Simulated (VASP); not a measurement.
# ZnO in VASP: single point with r2SCAN

Aim: the single point of ZnO with r2SCAN.

All numbers are computed with VASP 6.6.1; they aren't measurements. Logs are shortened: lines on timing, memory, paths and dates and some standing lists are left out, and cuts for length are marked.

## Step 1: The cell of the first run

The cell holds a slab with vacuum, 12 atoms: a = 3.230 Å, b = 3.230 Å, c = 28.667 Å, α = 90.00°, β = 90.00°, γ = 120.00°.

## Step 2: Single point, r2SCAN

File POSCAR:

```
ZnO
1.0
    3.2300563402      0.0000000000      0.0000000000
   -1.6150281701      2.7973108462      0.0000000000
    0.0000000000      0.0000000000     28.6666317632
O Zn
6 6
Direct
    0.3333333333      0.6666666667      0.2616282255
    0.6666666667      0.3333333333      0.3525730768
    0.3333333333      0.6666666667      0.4435179280
    0.6666666667      0.3333333333      0.5344627792
    0.3333333333      0.6666666667      0.6254076305
    0.6666666667      0.3333333333      0.7163524817
    0.6666666667      0.3333333333      0.2836475183
    0.3333333333      0.6666666667      0.3745923695
    0.6666666667      0.3333333333      0.4655372208
    0.3333333333      0.6666666667      0.5564820720
    0.6666666667      0.3333333333      0.6474269232
    0.3333333333      0.6666666667      0.7383717745
```

File INCAR.step1:

```
SYSTEM = ZnO
ALGO = Normal ; DIPOL = 0.5 0.5 0.500
EDIFF = 1E-4 ; ENCUT = 520
GGA = PE ; IDIPOL = 3
ISMEAR = 0 ; LASPH = .TRUE.
LCHARG = .FALSE. ; LDIPOL = .TRUE.
LREAL = .FALSE. ; LWAVE = .TRUE.
NBANDS = 66 ; NELM = 100
PREC = Accurate ; SIGMA = 0.05
```

File INCAR.step2:

```
SYSTEM = ZnO
ALGO = Normal ; DIPOL = 0.5 0.5 0.500
EDIFF = 1E-6 ; ENCUT = 520
IDIPOL = 3 ; ISIF = 2
ISMEAR = 0 ; ISTART = 1
LASPH = .TRUE. ; LCHARG = .FALSE.
LDIPOL = .TRUE. ; LMIXTAU = .TRUE.
LREAL = .FALSE. ; LWAVE = .FALSE.
METAGGA = R2SCAN ; NBANDS = 66
NELM = 100 ; PREC = Accurate
SIGMA = 0.05
```

File KPOINTS:

```
k-points
0
G
  9 9 1
  0 0 0
```

Potentials or basis: VASP PAW PBE potentials, release 64 (O, Zn).

Command:

```bash
cat potpaw_PBE.64/O/POTCAR potpaw_PBE.64/Zn/POTCAR > POTCAR
cp INCAR.step1 INCAR
mpirun -np 1 vasp_std > vasp.out
cp INCAR.step2 INCAR
mpirun -np 1 vasp_std > vasp.out
```

OUTCAR:

```text
SYSTEM = ZnO
   EDIFF = 1E-6
   ENCUT = 520
   ISIF = 2
   ISMEAR = 0
   ISTART = 1
   LASPH = .TRUE.
   LREAL = .FALSE.
   METAGGA = R2SCAN
   NELM = 100
   PREC = Accurate

 ion  position               nearest neighbor table
   1  0.333  0.667  0.262-   7 1.97   7 1.97   7 1.97
   2  0.667  0.333  0.353-   8 1.97   8 1.97   8 1.97   7 1.98
   3  0.333  0.667  0.444-   9 1.97   9 1.97   9 1.97   8 1.98
   4  0.667  0.333  0.534-  10 1.97  10 1.97  10 1.97   9 1.98
   5  0.333  0.667  0.625-  11 1.97  11 1.97  11 1.97  10 1.98
   6  0.667  0.333  0.716-  12 1.97  12 1.97  12 1.97  11 1.98
   7  0.667  0.333  0.284-   1 1.97   1 1.97   1 1.97   2 1.98
   8  0.333  0.667  0.375-   2 1.97   2 1.97   2 1.97   3 1.98
   9  0.667  0.333  0.466-   3 1.97   3 1.97   3 1.97   4 1.98
  10  0.333  0.667  0.556-   4 1.97   4 1.97   4 1.97   5 1.98
  11  0.667  0.333  0.647-   5 1.97   5 1.97   5 1.97   6 1.98
  12  0.333  0.667  0.738-   6 1.97   6 1.97   6 1.97

  LATTYP: Found a hexagonal cell.
 ALAT       =     3.2300563402
 C/A-ratio  =     8.8749633889

  Lattice vectors:

 A1 = (   3.2300563402,   0.0000000000,   0.0000000000)
 A2 = (  -1.6150281701,   2.7973108462,   0.0000000000)
 A3 = (   0.0000000000,   0.0000000000,  28.6666317632)

Analysis of symmetry for initial positions (statically):
=====================================================================
 Subroutine PRICEL returns:
 Original cell was already a primitive cell.

 Routine SETGRP: Setting up the symmetry group for a
 hexagonal supercell.

 Subroutine GETGRP returns: Found  6 space group operations
 (whereof  6 operations were pure point group operations)
 out of a pool of 24 trial point group operations.

The static configuration has the point symmetry C_3v.

Analysis of symmetry for dynamics (positions and initial velocities):
=====================================================================
 Subroutine PRICEL returns:
 Original cell was already a primitive cell.

 Routine SETGRP: Setting up the symmetry group for a
 hexagonal supercell.

 Subroutine GETGRP returns: Found  6 space group operations
 (whereof  6 operations were pure point group operations)
 out of a pool of 24 trial point group operations.

The dynamic configuration has the point symmetry C_3v.

 Subroutine INISYM returns: Found  6 space group operations
 (whereof  6 operations are pure point group operations),
 and found     1 'primitive' translations

----------------------------------------------------------------------------------------

                                     Primitive cell

  volume of cell :     259.0165

  direct lattice vectors                    reciprocal lattice vectors
     3.230056340  0.000000000  0.000000000     0.309592123  0.178743096  0.000000000
    -1.615028170  2.797310846  0.000000000     0.000000000  0.357486191  0.000000000
     0.000000000  0.000000000 28.666631763     0.000000000  0.000000000  0.034883763

  length of vectors
     3.230056340  3.230056340 28.666631763     0.357486191  0.357486191  0.034883763

  position of ions in fractional coordinates (direct lattice)
     0.333333333  0.666666667  0.261628225
     0.666666667  0.333333333  0.352573077
     0.333333333  0.666666667  0.443517928
     0.666666667  0.333333333  0.534462779
     0.333333333  0.666666667  0.625407630
     0.666666667  0.333333333  0.716352482
     0.666666667  0.333333333  0.283647518
     0.333333333  0.666666667  0.374592370
     0.666666667  0.333333333  0.465537221
     0.333333333  0.666666667  0.556482072
     0.666666667  0.333333333  0.647426923
     0.333333333  0.666666667  0.738371775

  ion indices of the primitive-cell ions
   primitive index   ion index
                 1           1
                 2           2
                 3           3
                 4           4
                 5           5
                 6           6
                 7           7
                 8           8
                 9           9
                10          10
                11          11
                12          12

----------------------------------------------------------------------------------------

 KPOINTS: k-points

Automatic generation of k-mesh.
 Grid dimensions read from file:
 generate k-points for:    9    9    1

 Generating k-lattice:

  Cartesian coordinates                     Fractional coordinates (reciprocal lattice)
     0.034399125  0.019860344  0.000000000     0.111111111  0.000000000  0.000000000
     0.000000000  0.039720688  0.000000000     0.000000000  0.111111111  0.000000000
     0.000000000  0.000000000  0.034883763     0.000000000  0.000000000  1.000000000

  Length of vectors
     0.039720688  0.039720688  0.034883763

  Shift w.r.t. Gamma in fractional coordinates (k-lattice)
     0.000000000  0.000000000  0.000000000

 Subroutine IBZKPT returns following result:
 ===========================================

 Found     12 irreducible k-points:

 Following reciprocal coordinates:
            Coordinates               Weight
  0.000000  0.000000  0.000000      1.000000
  0.111111  0.000000  0.000000      6.000000
  0.222222  0.000000  0.000000      6.000000
  0.333333  0.000000  0.000000      6.000000
  0.444444  0.000000  0.000000      6.000000
  0.111111  0.111111  0.000000      6.000000
  0.222222  0.111111  0.000000     12.000000
  0.333333  0.111111  0.000000     12.000000
  0.444444  0.111111  0.000000      6.000000
  0.222222  0.222222  0.000000      6.000000
  0.333333  0.222222  0.000000     12.000000
  0.333333  0.333333  0.000000      2.000000
   k-points           NKPTS =     12   k-points in BZ     NKDIM =     12   number of bands    NBANDS=     66
   number of dos      NEDOS =    301   number of ions     NIONS =     12
   total plane-waves  NPLWV = 124416
   dimension x,y,z NGX =    24 NGY =   24 NGZ =  216
   dimension x,y,z NGXF=    48 NGYF=   48 NGZF=  432
   ions per type =               6   6
   NGX,Y,Z   is equivalent  to a cutoff of  12.35, 12.35, 12.53 a.u.
   NGXF,Y,Z  is equivalent  to a cutoff of  24.70, 24.70, 25.05 a.u.
 SYSTEM =  ZnO
   PREC   = accura    normal or accurate (medium, high low for compatibility)
   ISTART =      1    job   : 0-new  1-cont  2-samecut
   ICHARG =      0    charge: 1-file 2-atom 10-const
   ISPIN  =      1    spin polarized calculation?
   LNONCOLLINEAR =      F non collinear calculations
   LSORBIT =      F    spin-orbit coupling
   LASPH  =      T    aspherical Exc in radial PAW
   ENCUT  =  520.0 eV  38.22 Ry    6.18 a.u.   6.01  6.01 53.30*2*pi/ulx,y,z
   NELM   =    100;   NELMIN=  2; NELMDL=  0     # of ELM steps
   EDIFF  = 0.1E-05   stopping-criterion for ELM
   LREAL  =      F    real-space projection
   EDIFFG = 0.1E-04   stopping-criterion for IOM
   NSW    =      0    number of steps for IOM
   IBRION =     -1    ionic relax: 0-MD 1-quasi-New 2-CG
   NFREE  =      0    steps in history (QN), initial steepest desc. (CG)
   ISIF   =      2    stress and relaxation
   ISYM   =      2    0-nonsym 1-usesym 2-fastsym
   POTIM  = 0.5000    time-step for ionic-motion
   TEBEG  =    0.0;   TEEND  =   0.0 temperature during run
   PSTRESS=    0.0 pullay stress
   NELECT =     108.0000    total number of electrons
   NUPDOWN=      -1.0000    fix difference up-down
   EMIN   =  10.00;   EMAX   =-10.00  energy-range for DOS
   EFERMI =   0.00;   METHOD = LEGACY
   ISMEAR =     0;   SIGMA  =   0.05  broadening in eV -4-tet -1-fermi 0-gaus
   EFERMI_NEDOS =   21; number of points for ismear=-14 and -15
   IALGO  =     38    algorithm
   IMIX   =      4    mixing-type and parameters
     AMIX     =   0.40;   BMIX     =  1.00
     AMIX_MAG =   1.60;   BMIX_MAG =  1.00
  volume/ion in A,a.u.               =      21.58       145.66
  Fermi-wavevector in a.u.,A,eV,Ry     =   1.223039  2.311208 20.351921  1.495824
  Thomas-Fermi vector in A             =   2.358164
   LORBIT       =      0    0 simple, 1 ext, 2 COOP (PROOUT), +10 PAW based schemes
   METAGGA = R2SCAN    functional components
   LHFCALC =     F    Hartree Fock is set to
   AEXX    =    0.0000 exact exchange contribution
   IVDW    =     0    specifies the selected vdW correction
   LEPSILON=     F    determine dielectric tensor
   LRPA    =     F    only Hartree local field effects (RPA)
 non-spin polarized calculation
 Gauss-broadening in eV      SIGMA  =   0.05
  energy-cutoff  :      520.00
  volume of cell :      259.02
 maximum number of plane-waves:      7032
   NGX = 13   NGY = 13   NGZ =107

 dipolmoment           0.000000      0.000000      0.015896 electrons x Angstroem

 number of electron     108.0000112 magnetization

 dipolmoment           0.000000      0.000000     -0.234759 electrons x Angstroem

 Free energy of the ion-electron system (eV)
  ---------------------------------------------------
  ext. energy  EPLUGINS =         0.00000000
  ---------------------------------------------------
  free energy    TOTEN  =      -106.41349698 eV

  energy without entropy =     -106.40762648  energy(sigma->0) =     -106.41056173

 E-fermi :  -1.8348     XC(G=0):  -6.8903

 val. band max:       -1.8426150583   @ k =   0.2222   0.0000   0.0000
 cond. band min:      -1.7786950027   @ k =   0.1111   0.1111   0.0000
 fundamental gap:      0.0639200556
 Fermi energy:        -1.8348064486

 k-point     1 :       0.0000    0.0000    0.0000
  band No.  band energies     occupation
      1     -22.9742      2.00000
      2     -22.1650      2.00000
      3     -21.6026      2.00000
      4     -21.1143      2.00000
      5     -20.6093      2.00000
      6     -19.3525      2.00000
[... 817 lines left out ...]
     65       6.4559      0.00000
     66       6.8117      0.00000

------------------------ aborting loop because EDIFF is reached ----------------------------------------

 vacuum level on the upper side and lower side of the slab       (xc-potential included)        -2.319         2.292

  FORCE on cell =-STRESS in cart. coord.  units (eV):
  Direction    XX          YY          ZZ          XY          YZ          ZX
  --------------------------------------------------------------------------------------
  -------------------------------------------------------------------------------------
  Total       -1.5003171     -1.5003171      1.4741880     -0.0000000      0.0000000      0.0000000
  in kB       -9.2803886     -9.2803886      9.1187639     -0.0000000      0.0000000      0.0000000
  external PRESSURE =      -3.1473377 kB  Pullay stress =       0.0000000 kB

 VOLUME and BASIS-vectors are now :
 -----------------------------------------------------------------------------
  energy-cutoff  :      520.00
  volume of cell :      259.02
      direct lattice vectors                 reciprocal lattice vectors
     3.230056340  0.000000000  0.000000000     0.309592123  0.178743096  0.000000000
    -1.615028170  2.797310846  0.000000000     0.000000000  0.357486191  0.000000000
     0.000000000  0.000000000 28.666631763     0.000000000  0.000000000  0.034883763

 POSITION                                       TOTAL-FORCE (eV/Angst)
 -----------------------------------------------------------------------------------
     -0.00000      1.86487      7.50000         0.000000     -0.000000      1.254950
      1.61503      0.93244     10.10708         0.000000     -0.000000      0.539306
     -0.00000      1.86487     12.71417         0.000000     -0.000000      0.392358
      1.61503      0.93244     15.32125         0.000000     -0.000000      0.394755
     -0.00000      1.86487     17.92833        -0.000000     -0.000000      0.420264
      1.61503      0.93244     20.53541         0.000000     -0.000000      0.821375
      1.61503      0.93244      8.13122         0.000000     -0.000000     -1.574767
     -0.00000      1.86487     10.73830        -0.000000      0.000000     -0.448145
      1.61503      0.93244     13.34538         0.000000     -0.000000     -0.410261
     -0.00000      1.86487     15.95247        -0.000000     -0.000000     -0.431320
      1.61503      0.93244     18.55955        -0.000000      0.000000     -0.570324
     -0.00000      1.86487     21.16663         0.000000     -0.000000     -0.388192
 -----------------------------------------------------------------------------------
    total drift:                               -0.000002      0.000005      0.025727

  FREE ENERGIE OF THE ION-ELECTRON SYSTEM (eV)
  ---------------------------------------------------
  free  energy   TOTEN  =      -106.4134969821 eV

  energy  without entropy=     -106.4076264801  energy(sigma->0) =     -106.41056173

 vacuum level on the upper side and lower side of the slab         1.948         6.646
```

Wall time 80 min (1 thread of Oxide Virtual Turin-like, shared host); peak memory 0.44 GiB.

Results:

```
Free energy            : -106.4135 eV
Largest force          : 1.575 eV/Å
Band gap on the k mesh : zero (bands 54 and 55 overlap by 0.44 eV)
```

Forces on the atoms (eV/Å):
```
O    0.000  0.000  1.255
O    0.000  0.000  0.539
O    0.000  0.000  0.392
O    0.000  0.000  0.395
O    0.000  0.000  0.420
O    0.000  0.000  0.821
Zn   0.000  0.000 -1.575
Zn   0.000  0.000 -0.448
Zn   0.000  0.000 -0.410
Zn   0.000  0.000 -0.431
Zn   0.000  0.000 -0.570
Zn   0.000  0.000 -0.388
```

Caveat: the PAW data sets were made with another functional, which shifts forces and pressure a little.

The gap in the log of VASP goes by the Fermi energy; the results here count the filled bands.